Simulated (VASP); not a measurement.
# TiO2 (I4_1/amd) in VASP: notebook

TiO2 is run at these levels: LDA; tasks: electric field gradients.

All numbers are computed with VASP 6.6.1; they aren't measurements. Logs are shortened: lines on timing, memory, paths and dates and some standing lists are left out, and cuts for length are marked.

### Step 1. The cell of the first run

It takes space group I4_1/amd (No. 141, tetragonal). Conventional cell: a = 3.785 Å, b = 3.785 Å, c = 9.609 Å, α = 90.00°, β = 90.00°, γ = 90.00°. Ti (site symmetry -4m2) has 6 O at 1.94 to 1.99 Å within 2.6 Å. Within 2.6 Å of O (site symmetry 2mm) lie 3 Ti at 1.94 to 1.99 Å and 2 O at 2.46 Å.

### Step 2. Electric field gradients, LDA (zz strain of +1 %)

The input, INCAR:

```
PREC = Accurate
ENCUT = 520
EDIFF = 1E-8
ISMEAR = -1
SIGMA = 0.08
LREAL = False
LASPH = True
NELM = 100
ALGO = Normal
ISIF = 2
LWAVE = False
LCHARG = False
LEFG = True
NBANDS = 33
```

The input, KPOINTS:

```
Automatic mesh
0
Gamma
  13 13 13
```

The input, POSCAR:

```
TiO2
1.0
   -1.8925000000      1.8925000000      4.8045700000
    1.8925000000     -1.8925000000      4.8045700000
    1.8925000000      1.8925000000     -4.8045700000
Ti O
2 4
Direct
    0.0000000000      0.0000000000      0.0000000000
    0.7500000000      0.2500000000      0.5000000000
    0.2066000000      0.2066000000      0.0000000000
    0.9566000000      0.4566000000      0.5000000000
    0.5434000000      0.0434000000      0.5000000000
    0.7934000000      0.7934000000      0.0000000000
```

Potentials or basis: VASP PAW LDA potentials, release 64 (Ti_sv, O).

Launch:

```console
> cat potpaw_LDA.64/Ti_sv/POTCAR potpaw_LDA.64/O/POTCAR > POTCAR
> mpirun -np 1 vasp_std > vasp.out
```

OUTCAR:

```text
PREC = Accurate
   ENCUT = 520
   EDIFF = 1E-8
   ISMEAR = -1
   LREAL = False
   LASPH = True
   NELM = 100
   ISIF = 2

 ion  position               nearest neighbor table
   1  0.000  0.000  0.000-   5 1.94   4 1.94   5 1.94   4 1.94   3 1.99   6 1.99
   2  0.750  0.250  0.500-   6 1.94   3 1.94   6 1.94   3 1.94   4 1.99   5 1.99
   3  0.207  0.207  0.000-   2 1.94   2 1.94   1 1.99
   4  0.957  0.457  0.500-   1 1.94   1 1.94   2 1.99
   5  0.543  0.043  0.500-   1 1.94   1 1.94   2 1.99
   6  0.793  0.793  0.000-   2 1.94   2 1.94   1 1.99

  LATTYP: Found a body centered tetragonal cell.
 ALAT       =     3.7850000000
 C/A-ratio  =     2.5387424042

  Lattice vectors:

 A1 = (  -1.8925000000,   1.8925000000,   4.8045700000)
 A2 = (   1.8925000000,  -1.8925000000,   4.8045700000)
 A3 = (   1.8925000000,   1.8925000000,  -4.8045700000)

Analysis of symmetry for initial positions (statically):
=====================================================================
 Subroutine PRICEL returns:
 Original cell was already a primitive cell.

 Routine SETGRP: Setting up the symmetry group for a
 body centered tetragonal supercell.

 Subroutine GETGRP returns: Found 16 space group operations
 (whereof  8 operations were pure point group operations)
 out of a pool of 16 trial point group operations.

The static configuration has the point symmetry D_2d.
 The point group associated with its full space group is D_4h.

Analysis of symmetry for dynamics (positions and initial velocities):
=====================================================================
 Subroutine PRICEL returns:
 Original cell was already a primitive cell.

 Routine SETGRP: Setting up the symmetry group for a
 body centered tetragonal supercell.

 Subroutine GETGRP returns: Found 16 space group operations
 (whereof  8 operations were pure point group operations)
 out of a pool of 16 trial point group operations.

The dynamic configuration has the point symmetry D_2d.
 The point group associated with its full space group is D_4h.

 Subroutine INISYM returns: Found 16 space group operations
 (whereof  8 operations are pure point group operations),
 and found     1 'primitive' translations

----------------------------------------------------------------------------------------

                                     Primitive cell

  volume of cell :      68.8314

  direct lattice vectors                    reciprocal lattice vectors
    -1.892500000  1.892500000  4.804570000     0.000000000  0.264200793  0.104067586
     1.892500000 -1.892500000  4.804570000     0.264200793  0.000000000  0.104067586
     1.892500000  1.892500000 -4.804570000     0.264200793  0.264200793  0.000000000

  length of vectors
     5.499727756  5.499727756  5.499727756     0.283957957  0.283957957  0.373636344

  position of ions in fractional coordinates (direct lattice)
     0.000000000  0.000000000  0.000000000
     0.750000000  0.250000000  0.500000000
     0.206600000  0.206600000  0.000000000
     0.956600000  0.456600000  0.500000000
     0.543400000  0.043400000  0.500000000
     0.793400000  0.793400000  0.000000000

  ion indices of the primitive-cell ions
   primitive index   ion index
                 1           1
                 2           2
                 3           3
                 4           4
                 5           5
                 6           6

----------------------------------------------------------------------------------------

 KPOINTS: Automatic mesh

Automatic generation of k-mesh.
 Grid dimensions read from file:
 generate k-points for:   13   13   13

 Generating k-lattice:

  Cartesian coordinates                     Fractional coordinates (reciprocal lattice)
     0.000000000  0.020323138  0.008005199     0.076923077 -0.000000000  0.000000000
     0.020323138  0.000000000  0.008005199    -0.000000000  0.076923077  0.000000000
     0.020323138  0.020323138  0.000000000     0.000000000  0.000000000  0.076923077

  Length of vectors
     0.021842920  0.021842920  0.028741257

  Shift w.r.t. Gamma in fractional coordinates (k-lattice)
     0.000000000  0.000000000  0.000000000

 Subroutine IBZKPT returns following result:
 ===========================================

 Found    196 irreducible k-points:

 Following reciprocal coordinates:
            Coordinates               Weight
  0.000000  0.000000  0.000000      1.000000
  0.076923  0.000000 -0.000000      8.000000
  0.153846  0.000000  0.000000      8.000000
  0.230769  0.000000  0.000000      8.000000
  0.307692  0.000000  0.000000      8.000000
  0.384615  0.000000 -0.000000      8.000000
[... 16 lines left out ...]
  0.384615  0.153846  0.000000     16.000000
  0.461538  0.153846  0.000000     16.000000
 [... further k-points ...]
   k-points           NKPTS =    196   k-points in BZ     NKDIM =    196   number of bands    NBANDS=     33
   number of dos      NEDOS =    301   number of ions     NIONS =      6
   total plane-waves  NPLWV =  74088
   dimension x,y,z NGX =    42 NGY =   42 NGZ =   42
   dimension x,y,z NGXF=    84 NGYF=   84 NGZF=   84
   ions per type =               2   4
   NGX,Y,Z   is equivalent  to a cutoff of  12.70, 12.70, 12.70 a.u.
   NGXF,Y,Z  is equivalent  to a cutoff of  25.39, 25.39, 25.39 a.u.
 SYSTEM =  unknown system
   PREC   = accura    normal or accurate (medium, high low for compatibility)
   ISTART =      0    job   : 0-new  1-cont  2-samecut
   ICHARG =      2    charge: 1-file 2-atom 10-const
   ISPIN  =      1    spin polarized calculation?
   LNONCOLLINEAR =      F non collinear calculations
   LSORBIT =      F    spin-orbit coupling
   LASPH  =      T    aspherical Exc in radial PAW
   ENCUT  =  520.0 eV  38.22 Ry    6.18 a.u.  10.23 10.23 10.23*2*pi/ulx,y,z
   NELM   =    100;   NELMIN=  2; NELMDL= -5     # of ELM steps
   EDIFF  = 0.1E-07   stopping-criterion for ELM
   LREAL  =      F    real-space projection
   EDIFFG = 0.1E-06   stopping-criterion for IOM
   NSW    =      0    number of steps for IOM
   IBRION =     -1    ionic relax: 0-MD 1-quasi-New 2-CG
   NFREE  =      0    steps in history (QN), initial steepest desc. (CG)
   ISIF   =      2    stress and relaxation
   ISYM   =      2    0-nonsym 1-usesym 2-fastsym
   POTIM  = 0.5000    time-step for ionic-motion
   TEBEG  =    0.0;   TEEND  =   0.0 temperature during run
   PSTRESS=    0.0 pullay stress
   NELECT =      48.0000    total number of electrons
   NUPDOWN=      -1.0000    fix difference up-down
   EMIN   =  10.00;   EMAX   =-10.00  energy-range for DOS
   EFERMI =   0.00;   METHOD = LEGACY
   ISMEAR =    -1;   SIGMA  =   0.08  broadening in eV -4-tet -1-fermi 0-gaus
   EFERMI_NEDOS =   21; number of points for ismear=-14 and -15
   IALGO  =     38    algorithm
   IMIX   =      4    mixing-type and parameters
     AMIX     =   0.40;   BMIX     =  1.00
     AMIX_MAG =   1.60;   BMIX_MAG =  1.00
  volume/ion in A,a.u.               =      11.47        77.42
  Fermi-wavevector in a.u.,A,eV,Ry     =   1.451754  2.743418 28.675514  2.107591
  Thomas-Fermi vector in A             =   2.569215
   LORBIT       =      0    0 simple, 1 ext, 2 COOP (PROOUT), +10 PAW based schemes
   GGA     = CA    functional components
   LHFCALC =     F    Hartree Fock is set to
   AEXX    =    0.0000 exact exchange contribution
   IVDW    =     0    specifies the selected vdW correction
   LEPSILON=     F    determine dielectric tensor
   LRPA    =     F    only Hartree local field effects (RPA)
 non-spin polarized calculation
  energy-cutoff  :      520.00
  volume of cell :       68.83
 maximum number of plane-waves:      1873
 NGX is ok and might be reduce to    42
   NGX = 21   NGY = 21   NGZ = 21

 number of electron      47.9999997 magnetization

 Free energy of the ion-electron system (eV)
  ---------------------------------------------------
  ext. energy  EPLUGINS =         0.00000000
  ---------------------------------------------------
  free energy    TOTEN  =       -58.78866752 eV

  energy without entropy =      -58.78866727  energy(sigma->0) =      -58.78866740

 E-fermi :   4.0978     XC(G=0): -11.2851

 val. band max:        2.9743357326   @ k =  -0.4615   0.4615   0.0000
 cond. band min:       5.0095574351   @ k =   0.0000   0.0000   0.0000
 fundamental gap:      2.0352217025
 Fermi energy:         4.0977811734

 k-point     1 :       0.0000    0.0000    0.0000
  band No.  band energies     occupation
      1     -52.6819      2.00000
      2     -52.6211      2.00000
      3     -29.5525      2.00000
      4     -29.3049      2.00000
      5     -29.3049      2.00000
      6     -29.2343      2.00000
[... 25 lines left out ...]
     32       8.2613      0.00000
     33       8.3280      0.00000

 k-point     2 :       0.0769    0.0000   -0.0000
  band No.  band energies     occupation
      1     -52.6811      2.00000
      2     -52.6217      2.00000
      3     -29.5506      2.00000
      4     -29.3128      2.00000
      5     -29.3055      2.00000
      6     -29.2376      2.00000
[... 25 lines left out ...]
     32       8.3036      0.00000
     33       8.5035      0.00000
[... 754 lines left out ...]
     32       9.3977      0.00000
     33       9.6498      0.00000

 k-point    24 :       0.4615    0.1538    0.0000
  band No.  band energies     occupation
      1     -52.6616      2.00000
      2     -52.6358      2.00000
      3     -29.5161      2.00000
      4     -29.4420      2.00000
      5     -29.3320      2.00000
      6     -29.2895      2.00000
[... 25 lines left out ...]
     32       9.4718      0.00000
     33       9.6738      0.00000

 [... further k-points ...]
[... 5 lines left out ...]
  --------------------------------------------------------------------------------------
  -------------------------------------------------------------------------------------
  Total       -3.1392110     -3.1392110     -2.7491507      0.0000000      0.0000000      0.0000000
  in kB      -73.0709579    -73.0709579    -63.9915813      0.0000000      0.0000000      0.0000000
  external PRESSURE =     -70.0444990 kB  Pullay stress =       0.0000000 kB

 VOLUME and BASIS-vectors are now :
 -----------------------------------------------------------------------------
  energy-cutoff  :      520.00
  volume of cell :       68.83
      direct lattice vectors                 reciprocal lattice vectors
    -1.892500000  1.892500000  4.804570000     0.000000000  0.264200793  0.104067586
     1.892500000 -1.892500000  4.804570000     0.264200793  0.000000000  0.104067586
     1.892500000  1.892500000 -4.804570000     0.264200793  0.264200793  0.000000000

 POSITION                                       TOTAL-FORCE (eV/Angst)
 -----------------------------------------------------------------------------------
      0.00000      0.00000      0.00000         0.000000      0.000000     -0.000000
      0.00000      1.89250      2.40229         0.000000      0.000000     -0.000000
      0.00000      0.00000      1.98525         0.000000     -0.000000     -0.046068
      0.00000      1.89250      4.38753        -0.000000      0.000000     -0.046068
      0.00000      1.89250      0.41704        -0.000000      0.000000      0.046068
      0.00000      0.00000      7.62389         0.000000     -0.000000      0.046068
 -----------------------------------------------------------------------------------
    total drift:                                0.000000     -0.000000     -0.000000

  FREE ENERGIE OF THE ION-ELECTRON SYSTEM (eV)
  ---------------------------------------------------
  free  energy   TOTEN  =       -58.7886675198 eV

  energy  without entropy=      -58.7886672723  energy(sigma->0) =      -58.78866740

 Electric field gradients (V/A^2)
---------------------------------------------------------------------
 ion       V_xx      V_yy      V_zz      V_xy      V_xz      V_yz
---------------------------------------------------------------------
   1      -4.304    -4.304     8.607    -0.000     0.000     0.000
   2      -4.304    -4.304     8.607    -0.000     0.000     0.000
   3      -6.296    13.669    -7.373    -0.001    -0.001    -0.001
   4      13.669    -6.296    -7.373    -0.001    -0.001    -0.001
   5      -6.296    13.669    -7.373    -0.001    -0.001    -0.001
   6      13.669    -6.296    -7.373    -0.001    -0.001    -0.001
---------------------------------------------------------------------

 Electric field gradients after diagonalization (V/A^2)
 (convention: |V_zz| > |V_xx| > |V_yy|)
----------------------------------------------------------------------
 ion       V_xx      V_yy      V_zz     asymmetry (V_yy - V_xx)/ V_zz
----------------------------------------------------------------------
   1      -4.304    -4.303     8.607       0.000
   2      -4.304    -4.303     8.607       0.000
   3      -7.373    -6.296    13.669       0.079
   4      -7.373    -6.296    13.669       0.079
   5      -7.373    -6.296    13.669       0.079
   6      -7.373    -6.296    13.669       0.079
----------------------------------------------------------------------

           NMR quadrupolar parameters

 Cq : quadrupolar parameter    Cq=e*Q*V_zz/h
 eta: asymmetry parameters     (V_yy - V_xx)/ V_zz
 Q  : nuclear electric quadrupole moment in mb (millibarn)
----------------------------------------------------------------------
 ion       Cq(MHz)       eta       Q (mb)
----------------------------------------------------------------------
   1       0.021       0.000       1.000
   2       0.021       0.000       1.000
   3       0.033       0.079       1.000
   4       0.033       0.079       1.000
   5       0.033       0.079       1.000
   6       0.033       0.079       1.000
----------------------------------------------------------------------
```

Run time: 8.6 min. Hardware: 1 thread of Intel Xeon 6975P-C (Granite Rapids), shared host; peak memory 0.46 GiB.

Results:

```
Free energy            : -58.7887 eV
Pressure               : -7.0 GPa
Largest force          : 0.046 eV/Å
Band gap on the k mesh : 2.04 eV, indirect (least direct gap 2.34 eV)
```

Forces on the atoms (eV/Å):
```
Ti   0.000  0.000  0.000
Ti   0.000  0.000  0.000
O    0.000  0.000 -0.046
O    0.000  0.000 -0.046
O    0.000  0.000  0.046
O    0.000  0.000  0.046
```

Stress tensor (GPa, compression positive):
```
-7.31  0.00  0.00
 0.00 -7.31  0.00
 0.00  0.00 -6.40
```

Electric field gradients, principal values (V/Å²):
| atom | least | middle | greatest (by size) |
| --- | --- | --- | --- |
| 1 Ti | -4.303 | -4.304 | 8.607 |
| 2 Ti | -4.303 | -4.304 | 8.607 |
| 3 O | -6.296 | -7.373 | 13.669 |
| 4 O | -6.296 | -7.373 | 13.669 |
| 5 O | -6.296 | -7.373 | 13.669 |
| 6 O | -6.296 | -7.373 | 13.669 |

Caveat: the cell differs from its parent crystal (zz strain of +1 %); without QUAD_EFG the Cq values of the log hold for a quadrupole moment of 1 mb, not for the nuclei.

(Continued in part 2 of 2.)
